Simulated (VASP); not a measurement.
# ZrGa2Se2 (I4/mmm) in VASP: notebook

The runs below take ZrGa2Se2 through single point, relaxation of cell and atoms, with PBE.

All numbers are computed with VASP 6.6.1; they aren't measurements. Logs are shortened: lines on timing, memory, paths and dates and some standing lists are left out, and cuts for length are marked.

## 1. The cell of the first run

It takes space group I4/mmm (No. 139, tetragonal). The conventional cell has a = 4.062 Å, b = 4.062 Å, c = 12.577 Å, α = 90.00°, β = 90.00°, γ = 90.00°. Within 4.6 Å of Zr (site symmetry 4/mmm) lie 10 Se at 3.49 to 4.31 Å and 8 Ga at 3.74 Å and 4 Zr at 4.06 Å. Ga (site symmetry -4m2) has 4 Se at 2.34 Å and 4 Ga at 2.87 Å within 3.1 Å. Within 3.1 Å of Se (site symmetry 4mm) lie 4 Ga at 2.34 Å.

The cell was generated, and may not be a known phase.

## 2. Single point, PBE

File INCAR:

```
SYSTEM = ZrGa2Se2
PREC = Accurate
ENCUT = 520
EDIFF = 1E-6
ISMEAR = 0
SIGMA = 0.1
LREAL = .False.
LASPH = .True.
NELM = 60
ALGO = Normal
ISIF = 2
LWAVE = .False.
LCHARG = .False.
GGA = PE
NBANDS = 33
```

File KPOINTS:

```
regular mesh
0
Gamma
  6 6 6
  0 0 0
```

File POSCAR:

```
ZrGa2Se2
1.0
   -2.0309497200      2.0309497200      6.2884391100
    2.0309497200     -2.0309497200      6.2884391100
    2.0309497200      2.0309497200     -6.2884391100
Zr Ga Se
1 2 2
Direct
    0.0000000000      0.0000000000      0.0000000000
    0.7500000000      0.2500000000      0.5000000000
    0.2500000000      0.7500000000      0.5000000000
    0.6570819000      0.6570819000      0.0000000000
    0.3429181000      0.3429181000      0.0000000000
```

Potentials or basis: VASP PAW PBE potentials, release 64 (Zr_sv, Ga_d, Se).

Run with:

```sh
$ cat potpaw_PBE.64/Zr_sv/POTCAR potpaw_PBE.64/Ga_d/POTCAR potpaw_PBE.64/Se/POTCAR > POTCAR
$ mpirun -np 1 vasp_std > vasp.out
```

OUTCAR:

```text
SYSTEM = ZrGa2Se2
   PREC = Accurate
   ENCUT = 520
   EDIFF = 1E-6
   ISMEAR = 0
   LREAL = .False.
   LASPH = .True.
   NELM = 60
   ISIF = 2
   GGA = PE

 ion  position               nearest neighbor table
   1  0.000  0.000  0.000-
   2  0.750  0.250  0.500-   5 2.34   4 2.34   5 2.34   4 2.34   3 2.87   3 2.87   3 2.87   3 2.87

   3  0.250  0.750  0.500-   5 2.34   4 2.34   5 2.34   4 2.34   2 2.87   2 2.87   2 2.87   2 2.87

   4  0.657  0.657  0.000-   3 2.34   2 2.34   2 2.34   3 2.34
   5  0.343  0.343  0.000-   2 2.34   3 2.34   3 2.34   2 2.34

  LATTYP: Found a body centered tetragonal cell.
 ALAT       =     4.0618994400
 C/A-ratio  =     3.0963046737

  Lattice vectors:

 A1 = (  -2.0309497200,   2.0309497200,   6.2884391100)
 A2 = (   2.0309497200,  -2.0309497200,   6.2884391100)
 A3 = (   2.0309497200,   2.0309497200,  -6.2884391100)

Analysis of symmetry for initial positions (statically):
=====================================================================
 Subroutine PRICEL returns:
 Original cell was already a primitive cell.

 Routine SETGRP: Setting up the symmetry group for a
 body centered tetragonal supercell.

 Subroutine GETGRP returns: Found 16 space group operations
 (whereof 16 operations were pure point group operations)
 out of a pool of 16 trial point group operations.

The static configuration has the point symmetry D_4h.

Analysis of symmetry for dynamics (positions and initial velocities):
=====================================================================
 Subroutine PRICEL returns:
 Original cell was already a primitive cell.

 Routine SETGRP: Setting up the symmetry group for a
 body centered tetragonal supercell.

 Subroutine GETGRP returns: Found 16 space group operations
 (whereof 16 operations were pure point group operations)
 out of a pool of 16 trial point group operations.

The dynamic configuration has the point symmetry D_4h.

 Subroutine INISYM returns: Found 16 space group operations
 (whereof 16 operations are pure point group operations),
 and found     1 'primitive' translations

----------------------------------------------------------------------------------------

                                     Primitive cell

  volume of cell :     103.7531

  direct lattice vectors                    reciprocal lattice vectors
    -2.030949720  2.030949720  6.288439110     0.000000000  0.246190240  0.079510987
     2.030949720 -2.030949720  6.288439110     0.246190240  0.000000000  0.079510987
[... 93 lines left out ...]
   EDIFFG = 0.1E-04   stopping-criterion for IOM
   NSW    =      0    number of steps for IOM
   IBRION =     -1    ionic relax: 0-MD 1-quasi-New 2-CG
   NFREE  =      0    steps in history (QN), initial steepest desc. (CG)
   ISIF   =      2    stress and relaxation
   ISYM   =      2    0-nonsym 1-usesym 2-fastsym
   POTIM  = 0.5000    time-step for ionic-motion
   TEBEG  =    0.0;   TEEND  =   0.0 temperature during run
   PSTRESS=    0.0 pullay stress
   NELECT =      50.0000    total number of electrons
   NUPDOWN=      -1.0000    fix difference up-down
   EMIN   =  10.00;   EMAX   =-10.00  energy-range for DOS
   EFERMI =   0.00;   METHOD = LEGACY
   ISMEAR =     0;   SIGMA  =   0.10  broadening in eV -4-tet -1-fermi 0-gaus
   EFERMI_NEDOS =   21; number of points for ismear=-14 and -15
   IALGO  =     38    algorithm
   IMIX   =      4    mixing-type and parameters
     AMIX     =   0.40;   BMIX     =  1.00
     AMIX_MAG =   1.60;   BMIX_MAG =  1.00
  volume/ion in A,a.u.               =      20.75       140.03
  Fermi-wavevector in a.u.,A,eV,Ry     =   1.283506  2.425474 22.414056  1.647387
  Thomas-Fermi vector in A             =   2.415754
   LORBIT       =      0    0 simple, 1 ext, 2 COOP (PROOUT), +10 PAW based schemes
   GGA     = PE    functional components
   LHFCALC =     F    Hartree Fock is set to
   AEXX    =    0.0000 exact exchange contribution
   IVDW    =     0    specifies the selected vdW correction
   LEPSILON=     F    determine dielectric tensor
   LRPA    =     F    only Hartree local field effects (RPA)
 non-spin polarized calculation
 Gauss-broadening in eV      SIGMA  =   0.10
  energy-cutoff  :      520.00
  volume of cell :      103.75
 maximum number of plane-waves:      2812
 NGX is ok and might be reduce to    54
   NGX = 25   NGY = 25   NGZ = 25

 number of electron      49.9999991 magnetization

 Free energy of the ion-electron system (eV)
  ---------------------------------------------------
  ext. energy  EPLUGINS =         0.00000000
  ---------------------------------------------------
  free energy    TOTEN  =       -16.61875898 eV

  energy without entropy =      -16.59245843  energy(sigma->0) =      -16.60560870

 E-fermi :   7.1970     XC(G=0): -10.5295

 val. band max:        7.1865236324   @ k =  -0.3333   0.5000   0.1667
 cond. band min:       7.2035678760   @ k =   0.5000   0.5000   0.3333
 fundamental gap:      0.0170442436
 Fermi energy:         7.1969761406

 k-point     1 :       0.0000    0.0000    0.0000
  band No.  band energies     occupation
      1     -43.0049      2.00000
      2     -20.9596      2.00000
      3     -20.9596      2.00000
      4     -20.9559      2.00000
      5     -10.1507      2.00000
      6      -9.8332      2.00000
[... 853 lines left out ...]
     32      10.3065      0.00000
     33      10.9628      0.00000

 [... further k-points ...]

------------------------ aborting loop because EDIFF is reached ----------------------------------------

  FORCE on cell =-STRESS in cart. coord.  units (eV):
  Direction    XX          YY          ZZ          XY          YZ          ZX
  --------------------------------------------------------------------------------------
  -------------------------------------------------------------------------------------
  Total       16.2732987     16.2732987      7.2282752      0.0000000      0.0000000      0.0000000
  in kB      251.2956579    251.2956579    111.6205266      0.0000000      0.0000000      0.0000000
  external PRESSURE =     204.7372808 kB  Pullay stress =       0.0000000 kB

 VOLUME and BASIS-vectors are now :
 -----------------------------------------------------------------------------
  energy-cutoff  :      520.00
  volume of cell :      103.75
      direct lattice vectors                 reciprocal lattice vectors
    -2.030949720  2.030949720  6.288439110     0.000000000  0.246190240  0.079510987
     2.030949720 -2.030949720  6.288439110     0.246190240  0.000000000  0.079510987
     2.030949720  2.030949720 -6.288439110     0.246190240  0.246190240  0.000000000

 POSITION                                       TOTAL-FORCE (eV/Angst)
 -----------------------------------------------------------------------------------
      0.00000      0.00000      0.00000         0.000000      0.000000      0.000000
      0.00000      2.03095      3.14422         0.000000      0.000000      0.000000
      2.03095      0.00000      3.14422         0.000000      0.000000      0.000000
      0.00000      0.00000      8.26404         0.000000      0.000000     -4.879105
      0.00000      0.00000      4.31284        -0.000000     -0.000000      4.879105
 -----------------------------------------------------------------------------------
    total drift:                               -0.000000      0.000000     -0.000000

  FREE ENERGIE OF THE ION-ELECTRON SYSTEM (eV)
  ---------------------------------------------------
  free  energy   TOTEN  =       -16.6187589777 eV

  energy  without entropy=      -16.5924584252  energy(sigma->0) =      -16.60560870
```

OSZICAR:

```text
N       E                     dE             d eps       ncg     rms          rms(c)
DAV:   1     0.493093696882E+03    0.49309E+03   -0.23627E+04  2093   0.218E+03
DAV:   2     0.486410766577E+02   -0.44445E+03   -0.42643E+03  2132   0.549E+02
DAV:   3    -0.136703218763E+02   -0.62311E+02   -0.59991E+02  2434   0.159E+02
DAV:   4    -0.180284761718E+02   -0.43582E+01   -0.42088E+01  3107   0.377E+01
DAV:   5    -0.181840925887E+02   -0.15562E+00   -0.15497E+00  2816   0.583E+00    0.145E+01
DAV:   6    -0.170376681501E+02    0.11464E+01   -0.13788E+01  2525   0.907E+00    0.528E+00
DAV:   7    -0.166594250722E+02    0.37824E+00   -0.32929E+00  2593   0.900E+00    0.463E+00
DAV:   8    -0.166232400413E+02    0.36185E-01   -0.41862E-01  2748   0.286E+00    0.725E-01
DAV:   9    -0.166186395395E+02    0.46005E-02   -0.44644E-02  2463   0.151E+00    0.222E-01
DAV:  10    -0.166187578525E+02   -0.11831E-03   -0.36141E-03  3073   0.375E-01    0.744E-02
DAV:  11    -0.166187563519E+02    0.15005E-05   -0.37371E-04  2453   0.124E-01    0.412E-02
DAV:  12    -0.166187592212E+02   -0.28693E-05   -0.45745E-05  2666   0.571E-02    0.126E-02
DAV:  13    -0.166187589777E+02    0.24348E-06   -0.94184E-06  2578   0.272E-02
   1 F= -.16618759E+02 E0= -.16605609E+02  d E =-.263006E-01
```

stdout:

```text
POSCAR found type information on POSCAR ZrGaSe
 POSCAR found :  3 types and       5 ions
 scaLAPACK will be used
 LDA part: xc-table for (Slater+PW92), standard interpolation
 POSCAR, INCAR and KPOINTS ok, starting setup
 FFT: planning ... GRIDC
 FFT: planning ... GRID_SOFT
 FFT: planning ... GRID
 WAVECAR not read
 entering main loop
```

Wall time 4 min (1 thread of Intel Xeon Platinum 8488C (Sapphire Rapids), shared host); peak memory 0.44 GiB.

What came out:

| Item | Value |
| --- | --- |
| Free energy | -16.6188 eV |
| Pressure | 20.5 GPa |
| Largest force | 4.879 eV/Å |
| Band gap on the k mesh | zero (bands 25 and 26 overlap by 1.37 eV) |

Forces on the atoms (eV/Å):
```
Zr   0.000  0.000  0.000
Ga   0.000  0.000  0.000
Ga   0.000  0.000  0.000
Se   0.000  0.000 -4.879
Se   0.000  0.000  4.879
```

Levels at points of the mesh, in eV from the Fermi level:
```csv
k point,band 22,band 23,band 24,band 25,band 26,band 27,band 28,band 29
"(0.00, 0.00, 0.00)",-3.84,-3.58,-2.25,-1.30,-0.11,0.17,0.91,0.91
"(0.50, 0.00, 0.00)",-4.20,-2.11,-1.31,-0.51,0.14,0.55,0.77,1.70
"(0.50, 0.50, 0.00)",-5.43,-1.18,-0.17,0.54,0.97,1.01,1.19,1.81
"(0.50, 0.50, 0.50)",-3.85,-3.74,-1.84,-0.46,-0.14,0.85,0.91,0.91
```

Caveat: the stress differs along the axes, from 11 to 25 GPa; forces of over 1 eV/Å act on the atoms, so gaps and moduli don't describe the material at rest.

## 3. Single point, PBE

This run uses another cell than the first one, of 21.37 Å³/atom.

File INCAR:

```
SYSTEM = ZrGa2Se2
ALGO     = Normal         ! electronic algorithm
EDIFF    = 1E-6           ! SCF threshold, eV
ENCUT    = 520            ! plane-wave cutoff, eV
GGA      = PE             ! functional
ISIF     = 2              ! what is computed and relaxed
ISMEAR   = 0              ! smearing method
LASPH    = .TRUE.         ! aspherical terms in the spheres
LCHARG   = .FALSE.        ! write CHGCAR
LREAL    = .FALSE.        ! projectors in reciprocal space
LWAVE    = .FALSE.        ! write WAVECAR
NBANDS   = 33             ! bands
NELM     = 100            ! most SCF steps
PREC     = Accurate       ! precision mode
SIGMA    = 0.1            ! smearing width, eV
```

File KPOINTS:

```
k-points
0
G
  6 6 6
  0 0 0
```

File POSCAR:

```
ZrGa2Se2
1.0
   -1.7743822608      1.7743822608      8.4859308378
    1.7743822608     -1.7743822608      8.4859308378
    1.7743822608      1.7743822608     -8.4859308378
Zr Ga Se
1 2 2
Direct
    0.0000000000      0.0000000000      0.0000000000
    0.7500000000      0.2500000000      0.5000000000
    0.2500000000      0.7500000000      0.5000000000
    0.5896184524      0.5896184524      0.0000000000
    0.4103815476      0.4103815476      0.0000000000
```

Potentials or basis: VASP PAW PBE potentials, release 64 (Zr_sv, Ga_d, Se).

Run with:

```sh
$ cat potpaw_PBE.64/Zr_sv/POTCAR potpaw_PBE.64/Ga_d/POTCAR potpaw_PBE.64/Se/POTCAR > POTCAR
$ mpirun -np 1 vasp_std > vasp.out
```

Wall time 8.4 min (1 thread of Intel Xeon Platinum 8488C (Sapphire Rapids), shared host); peak memory 0.71 GiB.

The run converged. Its results:

* Free energy: -23.9962 eV
* Pressure: -0.1 GPa
* Largest force: 0.026 eV/Å
* Band gap on the k mesh: zero (bands 25 and 26 overlap by 1.44 eV)

Forces on the atoms (eV/Å):
```
Zr   0.000  0.000  0.000
Ga   0.000  0.000  0.000
Ga   0.000  0.000  0.000
Se   0.000  0.000  0.026
Se   0.000  0.000 -0.026
```

Stress tensor (GPa, compression positive):
```
 0.04  0.00  0.00
 0.00  0.04  0.00
 0.00  0.00 -0.27
```

Levels at points of the mesh, in eV from the Fermi level:
```
           k point  band 23  band 24  band 25  band 26  band 27  band 28
(0.00, 0.00, 0.00)    -1.35    -1.35     0.98     0.98     1.03     1.91
(0.50, 0.00, 0.00)    -1.79    -0.40    -0.33     1.26     1.69     2.40
(0.50, 0.50, 0.00)    -3.34    -3.08    -2.61     0.08     0.52     1.82
(0.50, 0.50, 0.50)    -1.46    -0.55    -0.12     1.07     1.13     1.13
```

(Part 1 of 2 ends here.)

The gap in the log of VASP goes by the Fermi energy; the results here count the filled bands.